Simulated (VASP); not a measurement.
# CaO in VASP: single point with r2SCAN

Aim: the single point of CaO with r2SCAN.

All numbers are computed with VASP 6.6.1; they aren't measurements. Logs are shortened: lines on timing, memory, paths and dates and some standing lists are left out, and cuts for length are marked.

### Step 1. The cell of the first run

The typed cell holds 4 atoms: a = 3.391 Å, b = 3.391 Å, c = 5.873 Å, α = 106.79°, β = 106.79°, γ = 60.00°.

### Step 2. Single point, r2SCAN

POSCAR

```
CaO
1.0
    2.9121974862     -1.6952209188     -0.3768494334
    2.9121974862      1.6952209188     -0.3768494334
   -1.2317807403      0.0000000000      5.7425285987
Ca O
2 2
Direct
    0.5000000000      0.0000000000      0.5000000000
    0.0000000000      0.5000000000      0.0000000000
    0.7499816493      0.2500183507      0.2500000000
    0.2500183507      0.7499816493      0.7500000000
```

INCAR.step1

```
SYSTEM = CaO
ALGO = Normal ; EDIFF = 1E-4
ENCUT = 520 ; GGA = PE
ISMEAR = 0 ; LASPH = .True.
LCHARG = .False. ; LREAL = .False.
LWAVE = .True. ; NBANDS = 24
NELM = 80 ; PREC = Accurate
SIGMA = 0.1
```

INCAR.step2

```
SYSTEM = CaO
ALGO = Normal ; EDIFF = 1E-6
ENCUT = 520 ; ISIF = 2
ISMEAR = 0 ; ISTART = 1
LASPH = .True. ; LCHARG = .False.
LMIXTAU = .True. ; LREAL = .False.
LWAVE = .False. ; METAGGA = R2SCAN
NBANDS = 24 ; NELM = 80
PREC = Accurate ; SIGMA = 0.1
```

KPOINTS

```
k-points
0
Gamma
  6 6 4
  0 0 0
```

Potentials or basis: VASP PAW PBE potentials, release 64 (Ca_sv, O).

On the command line:

```console
$ cat potpaw_PBE.64/Ca_sv/POTCAR potpaw_PBE.64/O/POTCAR > POTCAR
$ cp INCAR.step1 INCAR
$ mpirun -np 1 vasp_std > vasp.out
$ cp INCAR.step2 INCAR
$ mpirun -np 1 vasp_std > vasp.out
```

OUTCAR:

```text
SYSTEM = CaO
   EDIFF = 1E-6
   ENCUT = 520
   ISIF = 2
   ISMEAR = 0
   ISTART = 1
   LASPH = .True.
   LREAL = .False.
   METAGGA = R2SCAN
   NELM = 80
   PREC = Accurate

 ion  position               nearest neighbor table
   1  0.500  0.000  0.500-   4 2.40   3 2.40   4 2.40   3 2.40   3 2.40   4 2.40
   2  0.000  0.500  0.000-   3 2.40   4 2.40   4 2.40   3 2.40   3 2.40   4 2.40
   3  0.750  0.250  0.250-   1 2.40   2 2.40   2 2.40   1 2.40   1 2.40   2 2.40
   4  0.250  0.750  0.750-   2 2.40   1 2.40   2 2.40   1 2.40   1 2.40   2 2.40

  LATTYP: Found a base centered monoclinic cell.
 ALAT       =     5.8729582645
 B/A-ratio  =     0.5772971107
 C/A-ratio  =     1.0000330469
 COS(beta)  =    -0.3334760292

  Lattice vectors:

 A1 = (   2.9121974862,  -1.6952209188,  -0.3768494334)
 A2 = (   2.9121974862,   1.6952209188,  -0.3768494334)
 A3 = (  -1.2317807403,   0.0000000000,   5.7425285987)

Analysis of symmetry for initial positions (statically):
=====================================================================
 Subroutine PRICEL returns:
 Original cell was already a primitive cell.

 Routine SETGRP: Setting up the symmetry group for a
 base centered monoclinic supercell.

 Subroutine GETGRP returns: Found  4 space group operations
 (whereof  2 operations were pure point group operations)
 out of a pool of  4 trial point group operations.

The static configuration has the point symmetry S_2 .
 The point group associated with its full space group is C_2h.

Analysis of symmetry for dynamics (positions and initial velocities):
=====================================================================
 Subroutine PRICEL returns:
 Original cell was already a primitive cell.

 Routine SETGRP: Setting up the symmetry group for a
 base centered monoclinic supercell.

 Subroutine GETGRP returns: Found  4 space group operations
 (whereof  2 operations were pure point group operations)
 out of a pool of  4 trial point group operations.

The dynamic configuration has the point symmetry S_2 .
 The point group associated with its full space group is C_2h.

 Subroutine INISYM returns: Found  4 space group operations
 (whereof  2 operations are pure point group operations),
 and found     1 'primitive' translations

----------------------------------------------------------------------------------------

                                     Primitive cell

  volume of cell :      55.1258

  direct lattice vectors                    reciprocal lattice vectors
     2.912197486 -1.695220919 -0.376849433     0.176593410 -0.294946809  0.037879543
     2.912197486  1.695220919 -0.376849433     0.176593410  0.294946809  0.037879543
    -1.231780740  0.000000000  5.742528599     0.023177639  0.000000000  0.179110953

  length of vectors
     3.390675988  3.390675988  5.873152348     0.345852154  0.345852154  0.180604364

  position of ions in fractional coordinates (direct lattice)
     0.500000000  1.000000000  0.500000000
     1.000000000  0.500000000  0.000000000
     0.749981649  0.250018351  0.250000000
     0.250018351  0.749981649  0.750000000

  ion indices of the primitive-cell ions
   primitive index   ion index
                 1           1
                 2           2
                 3           3
                 4           4

----------------------------------------------------------------------------------------

 KPOINTS: k-points

Automatic generation of k-mesh.
 Grid dimensions read from file:
 generate k-points for:    6    6    4

 Generating k-lattice:

  Cartesian coordinates                     Fractional coordinates (reciprocal lattice)
     0.029432235 -0.049157801  0.006313257     0.166666667 -0.000000000  0.000000000
     0.029432235  0.049157801  0.006313257    -0.000000000  0.166666667  0.000000000
     0.005794410  0.000000000  0.044777738     0.000000000  0.000000000  0.250000000

  Length of vectors
     0.057642026  0.057642026  0.045151091

  Shift w.r.t. Gamma in fractional coordinates (k-lattice)
     0.000000000  0.000000000  0.000000000

 Subroutine IBZKPT returns following result:
 ===========================================

 Found     47 irreducible k-points:

 Following reciprocal coordinates:
            Coordinates               Weight
  0.000000  0.000000  0.000000      1.000000
  0.166667  0.000000  0.000000      4.000000
  0.333333 -0.000000  0.000000      4.000000
  0.500000  0.000000  0.000000      2.000000
  0.166667  0.166667  0.000000      2.000000
  0.333333  0.166667  0.000000      4.000000
[... 16 lines left out ...]
 -0.333333  0.166667  0.250000      4.000000
 -0.166667  0.166667  0.250000      4.000000
 [... further k-points ...]
   k-points           NKPTS =     47   k-points in BZ     NKDIM =     47   number of bands    NBANDS=     24
   number of dos      NEDOS =    301   number of ions     NIONS =      4
   total plane-waves  NPLWV =  37632
   dimension x,y,z NGX =    28 NGY =   28 NGZ =   48
   dimension x,y,z NGXF=    56 NGYF=   56 NGZF=   96
   ions per type =               2   2
   NGX,Y,Z   is equivalent  to a cutoff of  13.73, 13.73, 13.59 a.u.
   NGXF,Y,Z  is equivalent  to a cutoff of  27.46, 27.46, 27.17 a.u.
 SYSTEM =  CaO
   PREC   = accura    normal or accurate (medium, high low for compatibility)
   ISTART =      1    job   : 0-new  1-cont  2-samecut
   ICHARG =      0    charge: 1-file 2-atom 10-const
   ISPIN  =      1    spin polarized calculation?
   LNONCOLLINEAR =      F non collinear calculations
   LSORBIT =      F    spin-orbit coupling
   LASPH  =      T    aspherical Exc in radial PAW
   ENCUT  =  520.0 eV  38.22 Ry    6.18 a.u.   6.30  6.30 10.92*2*pi/ulx,y,z
   NELM   =     80;   NELMIN=  2; NELMDL=  0     # of ELM steps
   EDIFF  = 0.1E-05   stopping-criterion for ELM
   LREAL  =      F    real-space projection
   EDIFFG = 0.1E-04   stopping-criterion for IOM
   NSW    =      0    number of steps for IOM
   IBRION =     -1    ionic relax: 0-MD 1-quasi-New 2-CG
   NFREE  =      0    steps in history (QN), initial steepest desc. (CG)
   ISIF   =      2    stress and relaxation
   ISYM   =      2    0-nonsym 1-usesym 2-fastsym
   POTIM  = 0.5000    time-step for ionic-motion
   TEBEG  =    0.0;   TEEND  =   0.0 temperature during run
   PSTRESS=    0.0 pullay stress
   NELECT =      32.0000    total number of electrons
   NUPDOWN=      -1.0000    fix difference up-down
   EMIN   =  10.00;   EMAX   =-10.00  energy-range for DOS
   EFERMI =   0.00;   METHOD = LEGACY
   ISMEAR =     0;   SIGMA  =   0.10  broadening in eV -4-tet -1-fermi 0-gaus
   EFERMI_NEDOS =   21; number of points for ismear=-14 and -15
   IALGO  =     38    algorithm
   IMIX   =      4    mixing-type and parameters
     AMIX     =   0.40;   BMIX     =  1.00
     AMIX_MAG =   1.60;   BMIX_MAG =  1.00
  volume/ion in A,a.u.               =      13.78        93.00
  Fermi-wavevector in a.u.,A,eV,Ry     =   1.365651  2.580707 25.374914  1.865004
  Thomas-Fermi vector in A             =   2.491861
   LORBIT       =      0    0 simple, 1 ext, 2 COOP (PROOUT), +10 PAW based schemes
   METAGGA = R2SCAN    functional components
   LHFCALC =     F    Hartree Fock is set to
   AEXX    =    0.0000 exact exchange contribution
   IVDW    =     0    specifies the selected vdW correction
   LEPSILON=     F    determine dielectric tensor
   LRPA    =     F    only Hartree local field effects (RPA)
 non-spin polarized calculation
 Gauss-broadening in eV      SIGMA  =   0.10
  energy-cutoff  :      520.00
  volume of cell :       55.13
 maximum number of plane-waves:      1502
 NGX is ok and might be reduce to    28
   NGX = 13   NGY = 13   NGZ = 21

 number of electron      32.0000000 magnetization

 Free energy of the ion-electron system (eV)
  ---------------------------------------------------
  ext. energy  EPLUGINS =         0.00000000
  ---------------------------------------------------
  free energy    TOTEN  =       -38.90623713 eV

  energy without entropy =      -38.90623713  energy(sigma->0) =      -38.90623713

 E-fermi :   2.5205     XC(G=0): -11.1118

 val. band max:        2.0553238099   @ k =   0.0000   0.0000   0.0000
 cond. band min:       6.2414752652   @ k =   0.5000   0.0000   0.5000
 fundamental gap:      4.1861514553
 Fermi energy:         2.5205033074

 k-point     1 :       0.0000    0.0000    0.0000
  band No.  band energies     occupation
      1     -36.9713      2.00000
      2     -36.8663      2.00000
      3     -18.0995      2.00000
      4     -16.9096      2.00000
      5     -16.9094      2.00000
      6     -16.8581      2.00000
[... 16 lines left out ...]
     23      10.5344      0.00000
     24      11.1408      0.00000

 k-point     2 :       0.1667    0.0000    0.0000
  band No.  band energies     occupation
      1     -36.9471      2.00000
      2     -36.8569      2.00000
      3     -17.9404      2.00000
      4     -17.1939      2.00000
      5     -17.0470      2.00000
      6     -16.9362      2.00000
[... 16 lines left out ...]
     23      10.8405      0.00000
     24      11.1850      0.00000

 k-point     3 :       0.3333   -0.0000    0.0000
  band No.  band energies     occupation
      1     -36.8937      2.00000
      2     -36.8425      2.00000
      3     -17.6457      2.00000
      4     -17.6301      2.00000
      5     -17.2903      2.00000
      6     -16.9857      2.00000
[... 16 lines left out ...]
     23      11.4765      0.00000
     24      11.4780      0.00000

 k-point     4 :       0.5000    0.0000    0.0000
  band No.  band energies     occupation
      1     -36.8511      2.00000
      2     -36.8511      2.00000
      3     -17.7258      2.00000
      4     -17.7258      2.00000
      5     -17.1191      2.00000
      6     -17.1191      2.00000
[... 16 lines left out ...]
     23      11.6701      0.00000
     24      11.6702      0.00000

 k-point     5 :       0.1667    0.1667    0.0000
  band No.  band energies     occupation
      1     -36.9453      2.00000
      2     -36.8587      2.00000
      3     -17.9181      2.00000
      4     -17.2604      2.00000
      5     -17.0200      2.00000
      6     -16.9553      2.00000
[... 16 lines left out ...]
     23      11.1756      0.00000
     24      11.1773      0.00000

 k-point     6 :       0.3333    0.1667    0.0000
  band No.  band energies     occupation
      1     -36.9061      2.00000
      2     -36.8472      2.00000
      3     -17.6779      2.00000
      4     -17.5880      2.00000
      5     -17.1727      2.00000
      6     -17.0371      2.00000
[... 16 lines left out ...]
     23      11.4015      0.00000
     24      11.6621      0.00000
[... 379 lines left out ...]
 k-point    21 :       0.3333    0.1667    0.2500
  band No.  band energies     occupation
      1     -36.8855      2.00000
      2     -36.8679      2.00000
      3     -17.6756      2.00000
      4     -17.6502      2.00000
      5     -17.0810      2.00000
      6     -16.9963      2.00000
[... 16 lines left out ...]
     23      11.2638      0.00000
     24      11.3085      0.00000

 k-point    22 :       0.5000    0.1667    0.2500
  band No.  band energies     occupation
      1     -36.8548      2.00000
      2     -36.8474      2.00000
      3     -17.8828      2.00000
      4     -17.5744      2.00000
      5     -17.1460      2.00000
      6     -17.0581      2.00000
[... 16 lines left out ...]
     23      11.8728      0.00000
     24      11.9183      0.00000

 k-point    23 :      -0.3333    0.1667    0.2500
  band No.  band energies     occupation
      1     -36.8666      2.00000
      2     -36.8355      2.00000
      3     -17.9114      2.00000
      4     -17.4124      2.00000
      5     -17.2647      2.00000
      6     -17.1463      2.00000
[... 16 lines left out ...]
     23      11.5869      0.00000
     24      12.3089      0.00000

 k-point    24 :      -0.1667    0.1667    0.2500
  band No.  band energies     occupation
      1     -36.9008      2.00000
      2     -36.8526      2.00000
      3     -17.6804      2.00000
      4     -17.6083      2.00000
      5     -17.1501      2.00000
      6     -17.0158      2.00000
[... 16 lines left out ...]
     23      11.3239      0.00000
     24      11.5997      0.00000

 [... further k-points ...]
[... 5 lines left out ...]
  --------------------------------------------------------------------------------------
  -------------------------------------------------------------------------------------
  Total        0.3602899      0.3651261      0.3593680      0.0000000      0.0000000      0.0051390
  in kB       10.4714720     10.6120303     10.4446770      0.0000000      0.0000000      0.1493587
  external PRESSURE =      10.5093931 kB  Pullay stress =       0.0000000 kB

 VOLUME and BASIS-vectors are now :
 -----------------------------------------------------------------------------
  energy-cutoff  :      520.00
  volume of cell :       55.13
      direct lattice vectors                 reciprocal lattice vectors
     2.912197486 -1.695220919 -0.376849433     0.176593410 -0.294946809  0.037879543
     2.912197486  1.695220919 -0.376849433     0.176593410  0.294946809  0.037879543
    -1.231780740  0.000000000  5.742528599     0.023177639  0.000000000  0.179110953

 POSITION                                       TOTAL-FORCE (eV/Angst)
 -----------------------------------------------------------------------------------
      0.84021     -0.84761      2.68284         0.000000     -0.000000     -0.000000
      1.45610      0.84761     -0.18842         0.000000     -0.000000     -0.000000
      2.60425     -0.84755      1.05878        -0.000000     -0.000378      0.000000
      1.98836      0.84755      3.93005         0.000000      0.000378     -0.000000
 -----------------------------------------------------------------------------------
    total drift:                                0.000000      0.000000     -0.000000

  FREE ENERGIE OF THE ION-ELECTRON SYSTEM (eV)
  ---------------------------------------------------
  free  energy   TOTEN  =       -38.9062371278 eV

  energy  without entropy=      -38.9062371278  energy(sigma->0) =      -38.90623713
```

It took 9.9 min on 1 thread of Oxide Virtual Turin-like, shared host; peak memory 0.19 GiB.

What came out:

| Property | Result |
| --- | --- |
| Free energy | -38.9062 eV |
| Pressure | 1.1 GPa |
| Band gap on the k mesh | 4.19 eV |

Caveat: the PAW data sets were made with another functional, which shifts forces and pressure a little.
